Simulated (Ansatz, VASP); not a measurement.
# Two plane-wave programs on MgB2

```
Mg B
1.0
     3.06573    0.00000    0.00000
    -1.53287    2.65500    0.00000
     0.00000    0.00000    3.52051
Mg B
1 2
Cartesian
  0.0000 0.0000 0.0000
  0.0000 1.7700 1.7603
  1.5329 0.8850 1.7603
```

Alike in both runs: functional r2SCAN; k mesh 15 × 15 × 12; occupations gaussian, width 0.1 eV; no spin polarisation.

Ansatz relaxed the structure, and its values are those at the end. VASP's run is a single point on that final structure, the one shown.

```csv
,VASP,Ansatz
version,VASP 6.6.1,Ansatz 0.2.0
potentials or method,"VASP PAW PBE potentials, release 64 (Mg_sv, B), cutoff 750 eV","scalar-relativistic, plane waves, PAW"
valence electrons in the cell,16,16
```

```csv
,VASP,Ansatz,Ansatz less VASP
gap on the k mesh at the Fermi level (eV),none,none,-
pressure (GPa),-0.1,0.0,+0.14
```

VASP's potentials were made for PBE, not for r2SCAN. A gap of «none» marks a metal or a gap that the smearing closes.
